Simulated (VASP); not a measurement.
# Bi2Te3 (R-3m) in VASP: notebook

Runs on Bi2Te3. Level: PBEsol. Tasks: relaxation of cell and atoms.

All numbers are computed with VASP 6.6.1; they aren't measurements. Logs are shortened: lines on timing, memory, paths and dates and some standing lists are left out, and cuts for length are marked.

### Step 1. The cell of the first run

Symmetry: R-3m, No. 166, trigonal system. Conventional cell: a = 4.386 Å, b = 4.386 Å, c = 30.497 Å, α = 90.00°, β = 90.00°, γ = 120.00°. Bi (site symmetry 3m) has 6 Te at 3.07 to 3.25 Å within 4.0 Å. Within 4.6 Å of Te (site symmetry -3m) lie 6 Bi at 3.25 Å and 12 Te at 4.39 to 4.55 Å. Te (site symmetry 3m) has 3 Bi at 3.07 Å and 3 Te at 3.64 Å within 4.0 Å.

### Step 2. Relaxation of cell and atoms, PBEsol

File INCAR:

```
ALGO = Normal ; EDIFF = 1E-6
EDIFFG = -0.01 ; ENCUT = 600
GGA = PS ; IBRION = 2
ISIF = 3 ; ISMEAR = 0
KPAR = 2 ; LASPH = T
LCHARG = F ; LREAL = F
LWAVE = F ; NELM = 80
NSW = 90 ; PREC = Accurate
SIGMA = 0.03
```

File KPOINTS:

```
k-points
0
Gamma
  7 7 7
```

File POSCAR:

```
Bi2Te3
1.0
    2.1930000000      1.2661291403     10.1656666667
   -2.1930000000      1.2661291403     10.1656666667
    0.0000000000     -2.5322582807     10.1656666667
Bi Te
2 3
Direct
    0.4000000000      0.4000000000      0.4000000000
    0.6000000000      0.6000000000      0.6000000000
    0.0000000000      0.0000000000      0.0000000000
    0.2095000000      0.2095000000      0.2095000000
    0.7905000000      0.7905000000      0.7905000000
```

Potentials or basis: VASP PAW PBE potentials, release 64 (Bi_d, Te).

Run with:

```
$ cat potpaw_PBE.64/Bi_d/POTCAR potpaw_PBE.64/Te/POTCAR > POTCAR
$ mpirun -np 2 vasp_std > vasp.out
```

OUTCAR:

```text
EDIFF = 1E-6
   EDIFFG = -0.01
   ENCUT = 600
   GGA = PS
   IBRION = 2
   ISIF = 3
   ISMEAR = 0
   LASPH = T
   LREAL = F
   NELM = 80
   NSW = 90
   PREC = Accurate

 ion  position               nearest neighbor table
   1  0.400  0.400  0.400-   5 3.07   5 3.07   5 3.07   3 3.25   3 3.25   3 3.25
   2  0.600  0.600  0.600-   4 3.07   4 3.07   4 3.07   3 3.25   3 3.25   3 3.25
   3  0.000  0.000  0.000-   2 3.25   1 3.25   2 3.25   2 3.25   1 3.25   1 3.25
   4  0.209  0.209  0.209-   2 3.07   2 3.07   2 3.07   5 3.64   5 3.64   5 3.64
   5  0.791  0.791  0.791-   1 3.07   1 3.07   1 3.07   4 3.64   4 3.64   4 3.64

  LATTYP: Found a trigonal (rhomboedric) cell.
 ALAT       =    10.4763118882
 COS(alpha) =     0.9123624111

  Lattice vectors:

 A1 = (   2.1930000000,   1.2661291403,  10.1656666667)
 A2 = (  -2.1930000000,   1.2661291403,  10.1656666667)
 A3 = (   0.0000000000,  -2.5322582807,  10.1656666667)

Analysis of symmetry for initial positions (statically):
=====================================================================
 Subroutine PRICEL returns:
 Original cell was already a primitive cell.

 Routine SETGRP: Setting up the symmetry group for a
 trigonal (rhombohedral) supercell.

 Subroutine GETGRP returns: Found 12 space group operations
 (whereof 12 operations were pure point group operations)
 out of a pool of 12 trial point group operations.

The static configuration has the point symmetry D_3d.

Analysis of symmetry for dynamics (positions and initial velocities):
=====================================================================
 Subroutine PRICEL returns:
 Original cell was already a primitive cell.

 Routine SETGRP: Setting up the symmetry group for a
 trigonal (rhombohedral) supercell.

 Subroutine GETGRP returns: Found 12 space group operations
 (whereof 12 operations were pure point group operations)
 out of a pool of 12 trial point group operations.

The dynamic configuration has the point symmetry D_3d.

 Subroutine INISYM returns: Found 12 space group operations
 (whereof 12 operations are pure point group operations),
 and found     1 'primitive' translations

----------------------------------------------------------------------------------------

                                     Primitive cell

  volume of cell :     169.3572

  direct lattice vectors                    reciprocal lattice vectors
     2.193000000  1.266129140 10.165666667     0.227998176  0.131634808  0.032790111
    -2.193000000  1.266129140 10.165666667    -0.227998176  0.131634808  0.032790111
     0.000000000 -2.532258281 10.165666667     0.000000000 -0.263269617  0.032790111

  length of vectors
    10.476311888 10.476311888 10.476311888     0.265303755  0.265303755  0.265303755

  position of ions in fractional coordinates (direct lattice)
     0.400000000  0.400000000  0.400000000
     0.600000000  0.600000000  0.600000000
     0.000000000  0.000000000  0.000000000
     0.209500000  0.209500000  0.209500000
     0.790500000  0.790500000  0.790500000

  ion indices of the primitive-cell ions
   primitive index   ion index
                 1           1
                 2           2
                 3           3
                 4           4
                 5           5

----------------------------------------------------------------------------------------

 KPOINTS: k-points

Automatic generation of k-mesh.
 Grid dimensions read from file:
 generate k-points for:    7    7    7

 Generating k-lattice:

  Cartesian coordinates                     Fractional coordinates (reciprocal lattice)
     0.032571168  0.018804973  0.004684302     0.142857143  0.000000000  0.000000000
    -0.032571168  0.018804973  0.004684302     0.000000000  0.142857143  0.000000000
     0.000000000 -0.037609945  0.004684302     0.000000000  0.000000000  0.142857143

  Length of vectors
     0.037900536  0.037900536  0.037900536

  Shift w.r.t. Gamma in fractional coordinates (k-lattice)
     0.000000000  0.000000000  0.000000000

 Subroutine IBZKPT returns following result:
 ===========================================

 Found     44 irreducible k-points:

 Following reciprocal coordinates:
            Coordinates               Weight
  0.000000  0.000000  0.000000      1.000000
  0.142857  0.000000  0.000000      6.000000
  0.285714  0.000000  0.000000      6.000000
  0.428571  0.000000  0.000000      6.000000
  0.142857  0.142857  0.000000      6.000000
  0.285714  0.142857  0.000000     12.000000
[... 16 lines left out ...]
  0.285714  0.285714  0.142857      6.000000
  0.428571  0.285714  0.142857     12.000000
 [... further k-points ...]
   k-points           NKPTS =     44   k-points in BZ     NKDIM =     44   number of bands    NBANDS=     28
   number of dos      NEDOS =    301   number of ions     NIONS =      5
   total plane-waves  NPLWV = 592704
   dimension x,y,z NGX =    84 NGY =   84 NGZ =   84
   dimension x,y,z NGXF=   168 NGYF=  168 NGZF=  168
   ions per type =               2   3
   NGX,Y,Z   is equivalent  to a cutoff of  13.33, 13.33, 13.33 a.u.
   NGXF,Y,Z  is equivalent  to a cutoff of  26.66, 26.66, 26.66 a.u.
 SYSTEM =  unknown system
   PREC   = accura    normal or accurate (medium, high low for compatibility)
   ISTART =      0    job   : 0-new  1-cont  2-samecut
   ICHARG =      2    charge: 1-file 2-atom 10-const
   ISPIN  =      1    spin polarized calculation?
   LNONCOLLINEAR =      F non collinear calculations
   LSORBIT =      F    spin-orbit coupling
   LASPH  =      T    aspherical Exc in radial PAW
   ENCUT  =  600.0 eV  44.10 Ry    6.64 a.u.  20.92 20.92 20.92*2*pi/ulx,y,z
   NELM   =     80;   NELMIN=  2; NELMDL= -5     # of ELM steps
   EDIFF  = 0.1E-05   stopping-criterion for ELM
   LREAL  =      F    real-space projection
   EDIFFG = -.1E-01   stopping-criterion for IOM
   NSW    =     90    number of steps for IOM
   IBRION =      2    ionic relax: 0-MD 1-quasi-New 2-CG
   NFREE  =      1    steps in history (QN), initial steepest desc. (CG)
   ISIF   =      3    stress and relaxation
   ISYM   =      2    0-nonsym 1-usesym 2-fastsym
   POTIM  = 0.5000    time-step for ionic-motion
   TEBEG  =    0.0;   TEEND  =   0.0 temperature during run
   PSTRESS=    0.0 pullay stress
   NELECT =      48.0000    total number of electrons
   NUPDOWN=      -1.0000    fix difference up-down
   EMIN   =  10.00;   EMAX   =-10.00  energy-range for DOS
   EFERMI =   0.00;   METHOD = LEGACY
   ISMEAR =     0;   SIGMA  =   0.03  broadening in eV -4-tet -1-fermi 0-gaus
   EFERMI_NEDOS =   21; number of points for ismear=-14 and -15
   IALGO  =     38    algorithm
   IMIX   =      4    mixing-type and parameters
     AMIX     =   0.40;   BMIX     =  1.00
     AMIX_MAG =   1.60;   BMIX_MAG =  1.00
  volume/ion in A,a.u.               =      33.87       228.58
  Fermi-wavevector in a.u.,A,eV,Ry     =   1.075360  2.032136 15.733774  1.156400
  Thomas-Fermi vector in A             =   2.211215
   LORBIT       =      0    0 simple, 1 ext, 2 COOP (PROOUT), +10 PAW based schemes
   GGA     = PS    functional components
   LHFCALC =     F    Hartree Fock is set to
   AEXX    =    0.0000 exact exchange contribution
   IVDW    =     0    specifies the selected vdW correction
   LEPSILON=     F    determine dielectric tensor
   LRPA    =     F    only Hartree local field effects (RPA)
 conjugate gradient relaxation of ions
 non-spin polarized calculation
 Gauss-broadening in eV      SIGMA  =   0.03
  energy-cutoff  :      600.00
  volume of cell :      169.36
 maximum number of plane-waves:      5672
   NGX = 41   NGY = 41   NGZ = 41

--------------------------------------- Ionic step        1  -------------------------------------------

 number of electron      48.0000002 magnetization

 Free energy of the ion-electron system (eV)
  ---------------------------------------------------
  ext. energy  EPLUGINS =         0.00000000
  ---------------------------------------------------
  free energy    TOTEN  =       -20.29339832 eV

  energy without entropy =      -20.29339832  energy(sigma->0) =      -20.29339832

------------------------ aborting loop because EDIFF is reached ----------------------------------------

  FORCE on cell =-STRESS in cart. coord.  units (eV):
  Direction    XX          YY          ZZ          XY          YZ          ZX
  --------------------------------------------------------------------------------------
  -------------------------------------------------------------------------------------
  Total       -0.4903550     -0.4903550     -0.8027779      0.0000000      0.0000000      0.0000000
  in kB       -4.6389261     -4.6389261     -7.5945534      0.0000000      0.0000000      0.0000000
  external PRESSURE =      -5.6241352 kB  Pullay stress =       0.0000000 kB

 VOLUME and BASIS-vectors are now :
 -----------------------------------------------------------------------------
  energy-cutoff  :      600.00
  volume of cell :      169.36
      direct lattice vectors                 reciprocal lattice vectors
     2.193000000  1.266129140 10.165666667     0.227998176  0.131634808  0.032790111
    -2.193000000  1.266129140 10.165666667    -0.227998176  0.131634808  0.032790111
     0.000000000 -2.532258281 10.165666667     0.000000000 -0.263269617  0.032790111
[... 118 lines left out ...]
 POSITION                                       TOTAL-FORCE (eV/Angst)
 -----------------------------------------------------------------------------------
      0.00000     -0.00000     12.12905        -0.000000      0.000000     -0.010362
      0.00000     -0.00000     18.19254         0.000000     -0.000000      0.010362
      0.00000     -0.00000      0.00000        -0.000000      0.000000     -0.000000
      0.00000     -0.00000      6.35559         0.000000     -0.000000      0.005600
      0.00000     -0.00000     23.96600        -0.000000      0.000000     -0.005600
 -----------------------------------------------------------------------------------
    total drift:                                0.000000      0.000000     -0.000000

  FREE ENERGIE OF THE ION-ELECTRON SYSTEM (eV)
  ---------------------------------------------------
  free  energy   TOTEN  =       -20.2972039211 eV

  energy  without entropy=      -20.2972039206  energy(sigma->0) =      -20.29720392

--------------------------------------- Ionic step        5  -------------------------------------------

 number of electron      47.9999998 magnetization

 Free energy of the ion-electron system (eV)
  ---------------------------------------------------
  ext. energy  EPLUGINS =         0.00000000
  ---------------------------------------------------
  free energy    TOTEN  =       -20.29738325 eV

  energy without entropy =      -20.29738325  energy(sigma->0) =      -20.29738325

 E-fermi :   6.2779     XC(G=0):  -9.5328

 val. band max:        6.1785998159   @ k =   0.0000   0.0000   0.0000
 cond. band min:       6.3771220933   @ k =   0.0000   0.0000   0.0000
 fundamental gap:      0.1985222774
 Fermi energy:         6.2778685371

 k-point     1 :       0.0000    0.0000    0.0000
  band No.  band energies     occupation
      1     -16.9370      2.00000
      2     -16.9370      2.00000
      3     -16.9354      2.00000
      4     -16.9354      2.00000
      5     -16.9272      2.00000
      6     -16.9257      2.00000
[... 20 lines left out ...]
     27       6.7891      0.00000
[... 691 lines left out ...]
      6     -16.9249      2.00000
[... 20 lines left out ...]
     27       8.0192      0.00000
     28       8.4952      0.00000

 [... further k-points ...]
[... 5 lines left out ...]
  --------------------------------------------------------------------------------------
  -------------------------------------------------------------------------------------
  Total        0.0030177      0.0030177      0.0048326      0.0000000     -0.0000000      0.0000000
  in kB        0.0288225      0.0288225      0.0461568      0.0000000     -0.0000000      0.0000000
  external PRESSURE =       0.0346006 kB  Pullay stress =       0.0000000 kB

 VOLUME and BASIS-vectors are now :
 -----------------------------------------------------------------------------
  energy-cutoff  :      600.00
  volume of cell :      167.75
      direct lattice vectors                 reciprocal lattice vectors
     2.191393949  1.265201887 10.083851788     0.228165274  0.131731282  0.033056152
    -2.191393949  1.265201887 10.083851788    -0.228165274  0.131731282  0.033056152
     0.000000000 -2.530403773 10.083851788     0.000000000 -0.263462564  0.033056152

 POSITION                                       TOTAL-FORCE (eV/Angst)
 -----------------------------------------------------------------------------------
      0.00000     -0.00000     12.09985        -0.000000      0.000000     -0.002798
      0.00000     -0.00000     18.15170         0.000000     -0.000000      0.002798
      0.00000     -0.00000      0.00000        -0.000000      0.000000     -0.000000
      0.00000     -0.00000      6.34184         0.000000     -0.000000      0.000674
      0.00000     -0.00000     23.90971        -0.000000      0.000000     -0.000674
 -----------------------------------------------------------------------------------
    total drift:                                0.000000     -0.000000      0.000000

  FREE ENERGIE OF THE ION-ELECTRON SYSTEM (eV)
  ---------------------------------------------------
  free  energy   TOTEN  =       -20.2973832485 eV

  energy  without entropy=      -20.2973832467  energy(sigma->0) =      -20.29738325

 reached required accuracy - stopping structural energy minimisation
```

Wall time 69 min (2 MPI ranks of AMD EPYC 7R13 (Zen 3), shared host); peak memory 1.2 GiB.

Results:

```
Free energy                           : -20.2974 eV
Relaxed volume                        : 33.55 Å³/atom
Relaxed cell                          : a = 10.396 Å, b = 10.396 Å, c = 10.396 Å, α = 24.34°, β = 24.34°, γ = 24.34°
Space group after relaxing (to 0.1 Å) : R-3m (No. 166)
Energy gained by relaxing             : 0.8 meV/atom
Ionic steps                           : 5
Pressure after relaxing               : 0.0 GPa
Band gap on the k mesh                : 0.20 eV
```

Forces on the atoms (eV/Å):
```
Bi   0.000  0.000 -0.003
Bi   0.000  0.000  0.003
Te   0.000  0.000  0.000
Te   0.000  0.000  0.001
Te   0.000  0.000 -0.001
```

The path:
```
step  energy change (eV)  largest force (eV/Å)  pressure (GPa)  volume (Å³)
   1              0.0000                0.0965           -0.56       169.36
   2             -0.0020                0.0535            0.43       166.46
   3             -0.0036                0.0134            0.02       167.61
   4             -0.0038                0.0104            0.02       167.65
   5             -0.0040                0.0028            0.00       167.75
```

Final structure:
```cif
data_structure
_symmetry_space_group_name_H-M 'P 1'
_symmetry_Int_Tables_number 1
_cell_length_a 10.3965
_cell_length_b 10.3965
_cell_length_c 10.3965
_cell_angle_alpha 24.336
_cell_angle_beta 24.336
_cell_angle_gamma 24.336
_cell_volume 167.75
loop_
_atom_site_label
_atom_site_type_symbol
_atom_site_fract_x
_atom_site_fract_y
_atom_site_fract_z
_atom_site_occupancy
Bi1 Bi 0.39997 0.39997 0.39997 1
Bi2 Bi 0.60003 0.60003 0.60003 1
Te1 Te 0.00000 0.00000 0.00000 1
Te2 Te 0.20964 0.20964 0.20964 1
Te3 Te 0.79036 0.79036 0.79036 1
```

Caveat: the PAW data sets were made with another functional, which shifts forces and pressure a little; spin-orbit coupling is left out, which moves the levels of the heavy elements; an odd mesh through Γ misses points on the zone boundary, where band edges can lie.

### Step 3. Relaxation of cell and atoms, PBEsol

This run uses another cell than the first one, of 33.55 Å³/atom.

INCAR: that of step 2 with these lines changed.

```diff
@@ -1,3 +1,3 @@
-ALGO = Normal ; EDIFF = 1E-6
-EDIFFG = -0.01 ; ENCUT = 600
+ALGO = Normal ; EDIFF = 1E-7
+EDIFFG = -0.005 ; ENCUT = 600
 GGA = PS ; IBRION = 2
```

KPOINTS is that of step 2.

File POSCAR:

```
Bi2Te3                                  
1.0
    2.1913939495      1.2652018866     10.0838517881
   -2.1913939495      1.2652018866     10.0838517881
    0.0000000000     -2.5304037733     10.0838517881
  Bi              Te            
     2     3
Direct
     0.3999745826017548    0.3999745826017548    0.3999745826017548
     0.6000254173982452    0.6000254173982452    0.6000254173982452
     0.0000000000000000    0.0000000000000000    0.0000000000000000
     0.2096369417418982    0.2096369417418982    0.2096369417418982
     0.7903630582581017    0.7903630582581017    0.7903630582581017
```

Potentials or basis: VASP PAW PBE potentials, release 64 (Bi_d, Te).

Run with:

```
$ cat potpaw_PBE.64/Bi_d/POTCAR potpaw_PBE.64/Te/POTCAR > POTCAR
$ mpirun -np 2 vasp_std > vasp.out
```

It took 30 min on 2 MPI ranks of AMD EPYC 7R13 (Zen 3), shared host; peak memory 1.2 GiB.

The run converged. Its results:

```yaml
Free_energy: -20.2973 eV
Pressure_after_relaxing: 0.0 GPa
Largest_force_after_relaxing: 0.003 eV/Å
Band_gap_on_the_k_mesh: 0.20 eV
```

Forces on the atoms (eV/Å):
```
Bi   0.000  0.000 -0.003
Bi   0.000  0.000  0.003
Te   0.000  0.000  0.000
Te   0.000  0.000  0.001
Te   0.000  0.000 -0.001
```

Final structure:
```yaml
crystal:
  lattice:
    - [2.19139, 1.26520, 10.08385]
    - [-2.19139, 1.26520, 10.08385]
    - [0.00000, -2.53040, 10.08385]
  atoms:
    - { symbol: Bi, position: [0.39997, 0.39997, 0.39997] }
    - { symbol: Bi, position: [0.60003, 0.60003, 0.60003] }
    - { symbol: Te, position: [0.00000, 0.00000, 0.00000] }
    - { symbol: Te, position: [0.20964, 0.20964, 0.20964] }
    - { symbol: Te, position: [0.79036, 0.79036, 0.79036] }
```

Levels at points of the mesh, in eV from the valence-band top:
```
           k point  band 21  band 22  band 23  band 24  band 25  band 26  band 27  band 28
(0.00, 0.00, 0.00)    -1.75    -0.89    -0.89     0.00     0.20     0.61     0.61     1.91
```

Caveat: the relaxation stopped at its first step, so nothing moved; the PAW data sets were made with another functional, which shifts forces and pressure a little; spin-orbit coupling is left out, which moves the levels of the heavy elements; an odd mesh through Γ misses points on the zone boundary, where band edges can lie.
